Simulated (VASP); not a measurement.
# Bi in VASP: a series of runs

Runs on Bi. Level: PBE. Tasks: single point.

Program: VASP 6.6.1. These are calculated values, not measurements. Logs are shortened: lines on timing, memory, paths and dates and some standing lists are left out, and cuts for length are marked.

**1. The cell of the first run**

The cell holds a slab with vacuum, 2 atoms: a = 4.279 Å, b = 4.279 Å, c = 28.000 Å, α = 90.00°, β = 90.00°, γ = 120.00°.

**2. Single point, PBE**

INCAR reads:

```
SYSTEM = Bi
ALGO = Normal
DIPOL = 0.5 0.5 0.500
EDIFF = 1E-6
ENCUT = 520
GGA = PE
IDIPOL = 3
ISIF = 2
ISMEAR = 0
LASPH = .True.
LCHARG = .True.
LDIPOL = .True.
LELF = .True.
LREAL = .False.
LVACPOTAV = .True.
LVHAR = .True.
LWAVE = .False.
NBANDS = 22
NELM = 60
PREC = Accurate
SIGMA = 0.02
```

KPOINTS reads:

```
k-points
0
Gamma
  9 9 1
  0 0 0
```

POSCAR reads:

```
Bi
1.0
    4.2790000000      0.0000000000      0.0000000000
   -2.1395000000      3.7057227028      0.0000000000
    0.0000000000      0.0000000000     28.0000000000
Bi
2
Direct
    0.3333333333      0.6666666667      0.5264107143
    0.6666666667      0.3333333333      0.4735892857
```

Potentials or basis: VASP PAW PBE potentials, release 64 (Bi_d).

The run is started by

```sh
$ cat potpaw_PBE.64/Bi_d/POTCAR > POTCAR
$ mpirun -np 1 vasp_std > vasp.out
```

OUTCAR:

```text
SYSTEM = Bi
   EDIFF = 1E-6
   ENCUT = 520
   GGA = PE
   ISIF = 2
   ISMEAR = 0
   LASPH = .True.
   LREAL = .False.
   NELM = 60
   PREC = Accurate

 ion  position               nearest neighbor table
   1  0.333  0.667  0.526-   2 2.88   2 2.88   2 2.88
   2  0.667  0.333  0.474-   1 2.88   1 2.88   1 2.88

  LATTYP: Found a hexagonal cell.
 ALAT       =     4.2790000000
 C/A-ratio  =     6.5435849498

  Lattice vectors:

 A1 = (   4.2790000000,   0.0000000000,   0.0000000000)
 A2 = (  -2.1395000000,   3.7057227028,   0.0000000000)
 A3 = (   0.0000000000,   0.0000000000,  28.0000000000)

Analysis of symmetry for initial positions (statically):
=====================================================================
 Subroutine PRICEL returns:
 Original cell was already a primitive cell.

 Routine SETGRP: Setting up the symmetry group for a
 hexagonal supercell.

 Subroutine GETGRP returns: Found 12 space group operations
 (whereof 12 operations were pure point group operations)
 out of a pool of 24 trial point group operations.

The static configuration has the point symmetry D_3d.

Analysis of symmetry for dynamics (positions and initial velocities):
=====================================================================
 Subroutine PRICEL returns:
 Original cell was already a primitive cell.

 Routine SETGRP: Setting up the symmetry group for a
 hexagonal supercell.

 Subroutine GETGRP returns: Found 12 space group operations
 (whereof 12 operations were pure point group operations)
 out of a pool of 24 trial point group operations.

The dynamic configuration has the point symmetry D_3d.

 Subroutine INISYM returns: Found 12 space group operations
 (whereof 12 operations are pure point group operations),
 and found     1 'primitive' translations

----------------------------------------------------------------------------------------

                                     Primitive cell

  volume of cell :     443.9900

  direct lattice vectors                    reciprocal lattice vectors
     4.279000000  0.000000000  0.000000000     0.233699462  0.134926448  0.000000000
    -2.139500000  3.705722703  0.000000000     0.000000000  0.269852895  0.000000000
     0.000000000  0.000000000 28.000000000     0.000000000  0.000000000  0.035714286

  length of vectors
     4.279000000  4.279000000 28.000000000     0.269852895  0.269852895  0.035714286

  position of ions in fractional coordinates (direct lattice)
     0.333333333  0.666666667  0.526410714
     0.666666667  0.333333333  0.473589286

  ion indices of the primitive-cell ions
   primitive index   ion index
                 1           1
                 2           2

----------------------------------------------------------------------------------------

 KPOINTS: k-points

Automatic generation of k-mesh.
 Grid dimensions read from file:
 generate k-points for:    9    9    1

 Generating k-lattice:

  Cartesian coordinates                     Fractional coordinates (reciprocal lattice)
     0.025966607  0.014991828  0.000000000     0.111111111 -0.000000000  0.000000000
     0.000000000  0.029983655  0.000000000     0.000000000  0.111111111  0.000000000
     0.000000000  0.000000000  0.035714286     0.000000000  0.000000000  1.000000000

  Length of vectors
     0.029983655  0.029983655  0.035714286

  Shift w.r.t. Gamma in fractional coordinates (k-lattice)
     0.000000000  0.000000000  0.000000000

 Subroutine IBZKPT returns following result:
 ===========================================

 Found     12 irreducible k-points:

 Following reciprocal coordinates:
            Coordinates               Weight
  0.000000  0.000000  0.000000      1.000000
  0.111111  0.000000  0.000000      6.000000
  0.222222  0.000000  0.000000      6.000000
  0.333333  0.000000  0.000000      6.000000
  0.444444  0.000000  0.000000      6.000000
  0.111111  0.111111  0.000000      6.000000
  0.222222  0.111111  0.000000     12.000000
  0.333333  0.111111  0.000000     12.000000
  0.444444  0.111111  0.000000      6.000000
  0.222222  0.222222  0.000000      6.000000
  0.333333  0.222222  0.000000     12.000000
  0.333333  0.333333  0.000000      2.000000
   k-points           NKPTS =     12   k-points in BZ     NKDIM =     12   number of bands    NBANDS=     22
   number of dos      NEDOS =    301   number of ions     NIONS =      2
   total plane-waves  NPLWV = 215040
   dimension x,y,z NGX =    32 NGY =   32 NGZ =  210
   dimension x,y,z NGXF=    64 NGYF=   64 NGZF=  420
   ions per type =               2
   NGX,Y,Z   is equivalent  to a cutoff of  12.43, 12.43, 12.47 a.u.
   NGXF,Y,Z  is equivalent  to a cutoff of  24.87, 24.87, 24.94 a.u.
 SYSTEM =  Bi
   PREC   = accura    normal or accurate (medium, high low for compatibility)
   ISTART =      0    job   : 0-new  1-cont  2-samecut
   ICHARG =      2    charge: 1-file 2-atom 10-const
   ISPIN  =      1    spin polarized calculation?
   LNONCOLLINEAR =      F non collinear calculations
   LSORBIT =      F    spin-orbit coupling
   LASPH  =      T    aspherical Exc in radial PAW
   ENCUT  =  520.0 eV  38.22 Ry    6.18 a.u.   7.96  7.96 52.06*2*pi/ulx,y,z
   NELM   =     60;   NELMIN=  2; NELMDL= -5     # of ELM steps
   EDIFF  = 0.1E-05   stopping-criterion for ELM
   LREAL  =      F    real-space projection
[... 7 lines left out ...]
   TEBEG  =    0.0;   TEEND  =   0.0 temperature during run
   PSTRESS=    0.0 pullay stress
   NELECT =      30.0000    total number of electrons
   NUPDOWN=      -1.0000    fix difference up-down
   EMIN   =  10.00;   EMAX   =-10.00  energy-range for DOS
   EFERMI =   0.00;   METHOD = LEGACY
   ISMEAR =     0;   SIGMA  =   0.02  broadening in eV -4-tet -1-fermi 0-gaus
   EFERMI_NEDOS =   21; number of points for ismear=-14 and -15
   IALGO  =     38    algorithm
   IMIX   =      4    mixing-type and parameters
     AMIX     =   0.40;   BMIX     =  1.00
     AMIX_MAG =   1.60;   BMIX_MAG =  1.00
  volume/ion in A,a.u.               =     222.00      1498.10
  Fermi-wavevector in a.u.,A,eV,Ry     =   0.666793  1.260055  6.049320  0.444613
  Thomas-Fermi vector in A             =   1.741203
   LORBIT       =      0    0 simple, 1 ext, 2 COOP (PROOUT), +10 PAW based schemes
   GGA     = PE    functional components
   LHFCALC =     F    Hartree Fock is set to
   AEXX    =    0.0000 exact exchange contribution
   IVDW    =     0    specifies the selected vdW correction
   LEPSILON=     F    determine dielectric tensor
   LRPA    =     F    only Hartree local field effects (RPA)
 non-spin polarized calculation
 Gauss-broadening in eV      SIGMA  =   0.02
  energy-cutoff  :      520.00
  volume of cell :      443.99
 maximum number of plane-waves:     12042
 NGX is ok and might be reduce to    32
   NGX = 15   NGY = 15   NGZ =105

 dipolmoment           0.000000      0.000000      0.000000 electrons x Angstroem

 number of electron      30.0000016 magnetization

 dipolmoment           0.000000      0.000000     -0.000000 electrons x Angstroem

 Free energy of the ion-electron system (eV)
  ---------------------------------------------------
  ext. energy  EPLUGINS =         0.00000000
  ---------------------------------------------------
  free energy    TOTEN  =        -7.22707031 eV

  energy without entropy =       -7.22707031  energy(sigma->0) =       -7.22707031

 E-fermi :  -2.8561     XC(G=0):  -1.9607

 val. band max:       -2.9879801657   @ k =   0.1111   0.0000   0.0000
 cond. band min:      -2.5380477563   @ k =   0.0000   0.0000   0.0000
 fundamental gap:      0.4499324094
 Fermi energy:        -2.8560531842

 k-point     1 :       0.0000    0.0000    0.0000
  band No.  band energies     occupation
      1     -25.5172      2.00000
      2     -25.5172      2.00000
      3     -25.3191      2.00000
      4     -25.3191      2.00000
      5     -25.2441      2.00000
      6     -25.0113      2.00000
[... 14 lines left out ...]
     21       1.8034      0.00000
     22       2.1193      0.00000

 k-point     2 :       0.1111    0.0000    0.0000
  band No.  band energies     occupation
      1     -25.5154      2.00000
      2     -25.5032      2.00000
      3     -25.3169      2.00000
      4     -25.3080      2.00000
      5     -25.2390      2.00000
      6     -25.0198      2.00000
[... 14 lines left out ...]
     21       1.9530      0.00000
     22       2.2539      0.00000

 k-point     3 :       0.2222    0.0000    0.0000
  band No.  band energies     occupation
      1     -25.5103      2.00000
      2     -25.4630      2.00000
      3     -25.3140      2.00000
      4     -25.2770      2.00000
      5     -25.2200      2.00000
      6     -25.0480      2.00000
[... 14 lines left out ...]
     21       2.3490      0.00000
     22       2.6336      0.00000

 k-point     4 :       0.3333    0.0000    0.0000
  band No.  band energies     occupation
      1     -25.5041      2.00000
      2     -25.4029      2.00000
      3     -25.3136      2.00000
      4     -25.2319      2.00000
      5     -25.1862      2.00000
      6     -25.0951      2.00000
[... 14 lines left out ...]
     21       2.9657      0.00000
     22       3.2756      0.00000

 k-point     5 :       0.4444    0.0000    0.0000
  band No.  band energies     occupation
      1     -25.4998      2.00000
      2     -25.3467      2.00000
      3     -25.3086      2.00000
      4     -25.1799      2.00000
      5     -25.1733      2.00000
      6     -25.1268      2.00000
[... 117 lines left out ...]
 k-point    10 :       0.2222    0.2222    0.0000
  band No.  band energies     occupation
      1     -25.5034      2.00000
      2     -25.3643      2.00000
      3     -25.2801      2.00000
      4     -25.2601      2.00000
      5     -25.1478      2.00000
      6     -25.1398      2.00000
[... 14 lines left out ...]
     21       3.2906      0.00000
     22       3.6229      0.00000

 k-point    11 :       0.3333    0.2222    0.0000
  band No.  band energies     occupation
      1     -25.5006      2.00000
      2     -25.2999      2.00000
      3     -25.2734      2.00000
      4     -25.2251      2.00000
      5     -25.1921      2.00000
      6     -25.1522      2.00000
[... 14 lines left out ...]
     21       3.9935      0.00000
     22       4.1159      0.00000

 k-point    12 :       0.3333    0.3333    0.0000
  band No.  band energies     occupation
      1     -25.5000      2.00000
      2     -25.2456      2.00000
      3     -25.2456      2.00000
      4     -25.2289      2.00000
      5     -25.2144      2.00000
      6     -25.2144      2.00000
[... 14 lines left out ...]
     21       3.8643      0.00000
     22       4.6876      0.00000

------------------------ aborting loop because EDIFF is reached ----------------------------------------

  FORCE on cell =-STRESS in cart. coord.  units (eV):
  Direction    XX          YY          ZZ          XY          YZ          ZX
  --------------------------------------------------------------------------------------
  -------------------------------------------------------------------------------------
  Total        2.9549112      2.9549112      3.5250766      0.0000000      0.0000000      0.0000000
  in kB       10.6630582     10.6630582     12.7205505      0.0000000      0.0000000      0.0000000
  external PRESSURE =      11.3488890 kB  Pullay stress =       0.0000000 kB

 VOLUME and BASIS-vectors are now :
 -----------------------------------------------------------------------------
  energy-cutoff  :      520.00
  volume of cell :      443.99
      direct lattice vectors                 reciprocal lattice vectors
     4.279000000  0.000000000  0.000000000     0.233699462  0.134926448  0.000000000
    -2.139500000  3.705722703  0.000000000     0.000000000  0.269852895  0.000000000
     0.000000000  0.000000000 28.000000000     0.000000000  0.000000000  0.035714286

 POSITION                                       TOTAL-FORCE (eV/Angst)
 -----------------------------------------------------------------------------------
     -0.00000      2.47048     14.73950         0.000000     -0.000000      2.404824
      2.13950      1.23524     13.26050         0.000000      0.000000     -2.404824
 -----------------------------------------------------------------------------------
    total drift:                                0.000000      0.000000     -0.000000

  FREE ENERGIE OF THE ION-ELECTRON SYSTEM (eV)
  ---------------------------------------------------
  free  energy   TOTEN  =        -7.2270703104 eV

  energy  without entropy=       -7.2270703104  energy(sigma->0) =       -7.22707031

 vacuum level on the upper side and lower side of the slab         1.687         1.687
```

Run time: 4.2 min. Hardware: 1 thread of Intel Xeon 8259CL, shared host; peak memory 0.53 GiB.

Results:

* Free energy: -7.2271 eV
* Largest force: 2.405 eV/Å

Forces in eV/Å, atoms in the order of the input:
```
Bi   0.000  0.000  2.405
Bi   0.000  0.000 -2.405
```

Caveat: spin-orbit coupling is left out, which moves the levels of the heavy elements.

**3. Single point, PBE**

INCAR reads:

```
SYSTEM = Bi
  ALGO = Normal
  DIPOL = 0.5 0.5 0.500
  EDIFF = 1E-6
  ENCUT = 520
  GGA = PE
  IDIPOL = 3
  ISIF = 2
  ISMEAR = 0
  LASPH = .True.
  LCHARG = .True.
  LDIPOL = .True.
  LELF = .True.
  LREAL = .False.
  LVACPOTAV = .True.
  LVHAR = .True.
  LWAVE = .False.
  NBANDS = 22
  NELM = 100
  PREC = Accurate
  SIGMA = 0.02
```

KPOINTS is that of step 2.

POSCAR reads:

```
Bi
1.0
    4.2790000000      0.0000000000      0.0000000000
   -2.1395000000      3.7057227028      0.0000000000
    0.0000000000      0.0000000000     28.0000000000
Bi
2
Direct
    0.3333333333      0.6666666667      0.5396071429
    0.6666666667      0.3333333333      0.4603928571
```

Potentials or basis: VASP PAW PBE potentials, release 64 (Bi_d).

The run is started by

```sh
$ cat potpaw_PBE.64/Bi_d/POTCAR > POTCAR
$ mpirun -np 1 vasp_std > vasp.out
```

It took 4.9 min on 1 thread of Intel Xeon 8259CL, shared host; peak memory 0.52 GiB.

The run converged. Its results:

| Property | Result |
| --- | --- |
| Free energy | -6.9221 eV |
| Largest force | 1.962 eV/Å |
| Band gap on the k mesh | zero (bands 15 and 16 overlap by 0.42 eV) |

Forces on the atoms (eV/Å):
```
Bi   0.000  0.000 -1.962
Bi   0.000  0.000  1.962
```

Levels at points of the mesh, in eV from the Fermi level:
```tsv
k point	band 13	band 14	band 15	band 16	band 17	band 18
(0.00, 0.00, 0.00)	-2.10	0.32	0.32	0.45	1.96	1.96
```

Caveat: spin-orbit coupling is left out, which moves the levels of the heavy elements.
